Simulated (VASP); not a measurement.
ZnSe, 4 atoms in the cell. Symmetry: P4/nmm, No. 129, tetragonal system. The conventional cell has a = 3.963 Å, b = 3.963 Å, c = 5.441 Å, α = 90.00°, β = 90.00°, γ = 90.00°. Within 3.2 Å of Zn (site symmetry -4m2) lie 4 Se at 2.46 Å and 4 Zn at 2.80 Å. Se (site symmetry 4mm) has 4 Zn at 2.46 Å within 3.2 Å. 

```yaml
Program: VASP 6.6.1
Task: single point
Functional: PBEsol
Potentials_or_basis: VASP PAW PBE potentials, release 64 (Zn, Se)
Cutoff: 520 eV
k_mesh: 8 × 8 × 6
Occupations: gaussian, width 0.05 eV
Spin: no spin polarisation
Dipole_correction: no
Further_INCAR_settings: ALGO = Normal; EDIFF = 1e-06; NBANDS = 26
```

Potentials or basis: VASP PAW PBE potentials, release 64 (Zn, Se).

The run is started by

```sh
$ cat potpaw_PBE.64/Zn/POTCAR potpaw_PBE.64/Se/POTCAR > POTCAR
$ mpirun -np 1 vasp_std > vasp.out
```

Hardware: 1 thread of Intel(R) Xeon(R) 6975P-C (Granite Rapids) (shared host).

Question: Estimate the wall time of this run.

Answer: It took 47 s on 1 thread of Intel(R) Xeon(R) 6975P-C (Granite Rapids), on a shared host, peak memory 0.25 GiB. Counts: scf iterations 13, k points 60.
